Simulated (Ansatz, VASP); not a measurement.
## Two plane-wave programs on Al3P2

Contents of INCAR:

```
ALGO = Normal ; EDIFF = 1E-6
ENCUT = 520 ; GGA = PE
ISIF = 2 ; ISMEAR = 0
LASPH = T ; LCHARG = F
LREAL = F ; LWAVE = F
NBANDS = 18 ; NELM = 100
PREC = Accurate ; SIGMA = 0.1
```

The input KPOINTS:

```
k-points
0
Gamma
  4 4 4
```

The input POSCAR:

```
Al3P2
1.0
    3.9901606400      0.0000000000      0.0000000000
    0.0000000000      4.9086502600      0.0000000000
    0.0000000000      0.0000000000      5.9174834000
Al P
3 2
Direct
    0.0000000000      0.0000000000      0.5000000000
    0.5000000000      0.0000000000      0.0000000000
    0.0000000000      0.0000000000      0.0000000000
    0.5000000000      0.5000000000      0.5000000000
    0.5000000000      0.0000000000      0.5000000000
```

Input for Ansatz:

```yaml
crystal:
  lattice:
    - [3.99016064, 0.0, 0.0]
    - [0.0, 4.90865026, 0.0]
    - [0.0, 0.0, 5.9174834]
  atoms:
    - { symbol: Al, position: [0.0, 0.0, 0.5] }
    - { symbol: Al, position: [0.5, 0.0, 0.0] }
    - { symbol: Al, position: [0.0, 0.0, 0.0] }
    - { symbol: P, position: [0.5, 0.5, 0.5] }
    - { symbol: P, position: [0.5, 0.0, 0.5] }
basis:
  ecutwfc: 420
kpoints:
  mp_grid: { grid: [4, 4, 4] }
hamiltonian:
  xc: pbe
scf:
  occupations: { method: gaussian, width: 0.1 }
  lower_state_search: "off"
output:
  forces: true
  stress: true
  eigenvalues: true
```

Change from the starting cell: species swapped into the Zr3Cd2 type (Pmmm, No. 47).

Alike in both runs: task single point; functional PBE; k mesh 4 × 4 × 4; occupations gaussian, width 0.1 eV; no spin polarisation.

```csv
,VASP,Ansatz
version,VASP 6.6.1,Ansatz 0.2.0
potentials or method,"VASP PAW PBE potentials, release 64 (Al, P), cutoff 520 eV","scalar-relativistic, plane waves, PAW"
valence electrons in the cell,19,19
```

VASP gave:

| Quantity | Value |
| --- | --- |
| gap on the k mesh at the Fermi level (eV) | none |
| pressure (GPa) | 22.7 |
| traceless stress, the component that is largest in VASP (GPa) | 52.92 |

Question: Estimate Ansatz's values.

Answer: gap on the k mesh at the Fermi level (eV): none; pressure (GPa): 22.7; traceless stress, the component that is largest in VASP (GPa): 52.80.

A gap of «none» marks a metal or a gap that the smearing closes.

The k mesh is coarse, so the values compare programs but aren't converged.
